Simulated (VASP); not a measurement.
Input of a VASP 6.6.1 run:

INCAR

```
PREC = Accurate ; ENCUT = 520
EDIFF = 1E-6 ; ISMEAR = 0
SIGMA = 0.03 ; LREAL = F
LASPH = T ; NELM = 60
ALGO = Normal ; ISIF = 2
LWAVE = F ; LCHARG = F
GGA = PE ; IVDW = 12
NBANDS = 11
```

File KPOINTS:

```
regular mesh
0
Gamma
  6 6 8
```

File POSCAR:

```
Sr
1.0
   11.2973022819      0.0000000000      0.0000000000
   -5.6486511409      9.7837507703      0.0000000000
    0.0000000000      0.0000000000      4.1820580779
Sr
1
Direct
    0.0000000000      0.0000000000      0.0000000000
```

Potentials or basis: VASP PAW PBE potentials, release 64 (Sr_sv).

The run is started by

```bash
$ cat potpaw_PBE.64/Sr_sv/POTCAR > POTCAR
$ mpirun -np 1 vasp_std > vasp.out
```

Q: Estimate the dispersion energy per atom.

A: -0.048 eV.

Q: Estimate the pressure.

A: 0.2 GPa.

Stress tensor (GPa, compression positive):
```
-0.01  0.00  0.00
 0.00 -0.01  0.00
 0.00  0.00  0.72
```
